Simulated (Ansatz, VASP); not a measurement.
## Sn2TeO2: VASP beside Ansatz

```
Sn Te O
1.0
     4.12673    0.00000    0.00000
    -2.06337    3.57386    0.00000
     0.00000    0.00000    7.69791
Sn Te O
2 1 2
Direct
  0.00000 0.00000 0.70780
  0.00000 0.00000 0.29220
  0.66667 0.33333 0.00000
  0.00000 0.00000 0.00000
  0.33333 0.66667 0.00000
```

Alike in both runs: functional PBE; k mesh 12 × 12 × 6; occupations gaussian, width 0.1 eV; no spin polarisation.

Ansatz relaxed the structure, and its values are those at the end. VASP's run is a single point on that final structure, the one shown.

```csv
,VASP,Ansatz
version,VASP 6.6.1,Ansatz 0.2.0
potentials or method,"VASP PAW PBE potentials, release 64 (Sn_d, Te, O), cutoff 520 eV","scalar-relativistic, plane waves, PAW"
valence electrons in the cell,46,56
```

Ansatz gave:

- gap on the k mesh at the Fermi level (eV): none
- pressure (GPa): 0.0
- rms of the force components (eV/Å): 0.000

Q: Estimate VASP's values.

A: gap on the k mesh at the Fermi level (eV): none; pressure (GPa): -0.2; rms of the force components (eV/Å): 0.008.

A gap of «none» marks a metal or a gap that the smearing closes. VASP's potentials hold 46 valence electrons a cell and Ansatz's 56, so a difference there can come from the potentials and not from the codes.

Neither program's run includes spin-orbit coupling.
